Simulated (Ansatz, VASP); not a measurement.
Al: VASP beside Ansatz

The input INCAR:

```
PREC = Accurate ; ENCUT = 600
EDIFF = 1E-6 ; ISMEAR = -1
SIGMA = 0.05 ; LREAL = F
LASPH = T ; NELM = 60
ALGO = Normal ; ISIF = 3
LWAVE = F ; LCHARG = F
GGA = RE ; IVDW = 13
IBRION = 2 ; NSW = 60
EDIFFG = -0.01
```

Contents of KPOINTS:

```
Automatic mesh
0
Gamma
  11 11 11
```

POSCAR

```
Al
1.0
   -0.0204552100      1.9706540500      2.0438328400
    2.0026569100      0.0099662700      2.0134113600
    2.0592944800      1.9968701300     -0.0466712900
Al
1
Direct
    0.0000000000      0.0000000000      0.0000000000
```

Contents of input.yaml:

```yaml
crystal:
  lattice:
    - [-0.02045521, 1.97065405, 2.04383284]
    - [2.00265691, 0.00996627, 2.01341136]
    - [2.05929448, 1.99687013, -0.04667129]
  atoms:
    - { symbol: Al, position: [0.0, 0.0, 0.0] }
hamiltonian:
  xc: revpbe
  pseudopotentials: { kind: paw }
  dispersion: d4
kpoints:
  mp_grid: { grid: [11, 11, 11] }
scf:
  occupations: { method: fermi_dirac, width: 0.05 }
output:
  forces: true
  stress: true
  eigenvalues: true
relax:
  f_tol: 0.01
  max_steps: 40
  cell: { stress_tol: 0.05 }
```

Change from the starting cell: cell sheared at random, sigma 0.03, atoms nudged by 0.01 Å.

Alike in both runs: task relaxation of cell and atoms; functional revPBE; dispersion D4; k mesh 11 × 11 × 11; occupations fermi-dirac, width 0.05 eV; no spin polarisation.

|  | VASP | Ansatz |
| --- | --- | --- |
| version | VASP 6.6.1 | Ansatz 0.2.0 |
| potentials or method | VASP PAW PBE potentials, release 64 (Al) | Ansatz PAW |
| plane-wave cutoff (eV) | 600 | 420 |
| valence electrons in the cell | 3 | 3 |

```tsv
	VASP	Ansatz	Ansatz less VASP
gap on the k mesh at the Fermi level, each at its own relaxed structure (eV)	none	none	-
relaxed volume (Å³/atom)	15.64	15.66	+0.026
relaxed length of the cell vector where the two differ most in proportion (Å)	2.810	2.799	-0.0113
```

VASP's potentials were made for PBE, not for revPBE. A gap of «none» marks a metal or a gap that the smearing closes.

Noted on Ansatz's run: the plane-wave basis is chosen anew once the cell has moved, so the energies of steps on either side of that aren't comparable.
